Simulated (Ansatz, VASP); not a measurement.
## MnO in VASP and in Ansatz

Contents of POSCAR:

```
MnO
1.0
    0.0000000000      2.2239077028      2.2239077028
    2.2239077028      0.0000000000      2.2239077028
    2.2239077028      2.2239077028      0.0000000000
Mn O
1 1
Direct
    0.0000000000      0.0000000000      0.0000000000
    0.5000000000      0.5000000000      0.5000000000
```

The input INCAR.step1:

```
  PREC = Accurate
  ENCUT = 520
  ISMEAR = -1
  SIGMA = 0.05
  LREAL = F
  LASPH = T
  NELM = 150
  ISPIN = 2
  MAGMOM = 4 0
  LMAXMIX = 4
  LDAU = T
  LDAUTYPE = 2
  LDAUL = 2 -1
  LDAUU = 4 0
  LDAUJ = 0 0
  NBANDS = 20
  GGA = PE
  ALGO = Normal
  EDIFF = 1E-4
  LWAVE = T
  LCHARG = F
```

The input INCAR.step2:

```
  PREC = Accurate
  ENCUT = 520
  EDIFF = 1E-6
  ISMEAR = -1
  SIGMA = 0.05
  LREAL = F
  LASPH = T
  NELM = 150
  ALGO = Normal
  ISIF = 2
  LWAVE = F
  LCHARG = F
  ISPIN = 2
  MAGMOM = 4 0
  LORBIT = 11
  LMAXMIX = 4
  LDAU = T
  LDAUTYPE = 2
  LDAUL = 2 -1
  LDAUU = 4 0
  LDAUJ = 0 0
  LDAUPRINT = 1
  METAGGA = R2SCAN
  LMIXTAU = T
  NBANDS = 20
  ISTART = 1
```

The input KPOINTS:

```
Automatic mesh
0
Gamma
  10 10 10
```

input.yaml

```yaml
crystal:
  lattice:
    - [0.0, 2.2239077028, 2.2239077028]
    - [2.2239077028, 0.0, 2.2239077028]
    - [2.2239077028, 2.2239077028, 0.0]
  atoms:
    - { symbol: Mn, position: [0.0, 0.0, 0.0], spin: 4.0 }
    - { symbol: O, position: [0.5, 0.5, 0.5] }
hamiltonian:
  xc: r2scan
  pseudopotentials: { kind: paw }
  hubbard: { sites: [{ species: Mn, l: d, u_eff: 4.0 }] }
magnetization:
  spin_polarized: true
kpoints:
  mp_grid: { grid: [10, 10, 10] }
  band_path:
    path:
      - [[0.0, 0.0, 0.0], [0.5, 0.0, 0.5], [0.5, 0.25, 0.75], [0.375, 0.375, 0.75], [0.0, 0.0, 0.0], [0.5, 0.5, 0.5], [0.625, 0.25, 0.625], [0.5, 0.25, 0.75], [0.5, 0.5, 0.5], [0.375, 0.375, 0.75]]
      - [[0.625, 0.25, 0.625], [0.5, 0.0, 0.5]]
    npoints: 14
scf:
  occupations: { method: fermi_dirac, width: 0.05 }
  n_extra_bands: 6
output:
  forces: true
  stress: true
  eigenvalues: true
  fatbands: true
```

Alike in both runs: functional r2SCAN; k mesh 10 × 10 × 10; occupations fermi-dirac, width 0.05 eV; collinear spin; Hubbard terms Mn d U = 4.0 eV.

|  | VASP | Ansatz |
| --- | --- | --- |
| version | VASP 6.6.1 | Ansatz 0.2.0 |
| potentials or method | VASP PAW PBE potentials, release 64 (Mn_pv, O) | Ansatz PAW |
| plane-wave cutoff (eV) | 520 | 500 |
| valence electrons in the cell | 19 | 21 |
| task | single point | band structure |

Ansatz gave:

```
gap on the k mesh at the Fermi level (eV)                     : 0.78
least direct gap on the mesh (eV)                             : 3.09
pressure (GPa)                                                : 4.7
net moment per atom (μB)                                      : 2.50
size of the moment on the site where the two differ most (μB) : 4.34
```

Task: Which values does VASP return?

Result: gap on the k mesh at the Fermi level (eV): 0.86; least direct gap on the mesh (eV): 3.20; pressure (GPa): 3.2; net moment per atom (μB): 2.50; size of the moment on the site where the two differ most (μB): 4.66.

VASP's potentials were made for PBE, not for r2SCAN. Site moments also hang on the region over which each program counts them. The programs project onto different local orbitals, so the same U acts differently, and such runs can settle in different states. VASP's potentials hold 19 valence electrons a cell and Ansatz's 21, so a difference there can come from the potentials and not from the codes.

Noted on Ansatz's run: the magnetic or orbital state may not be the lowest.
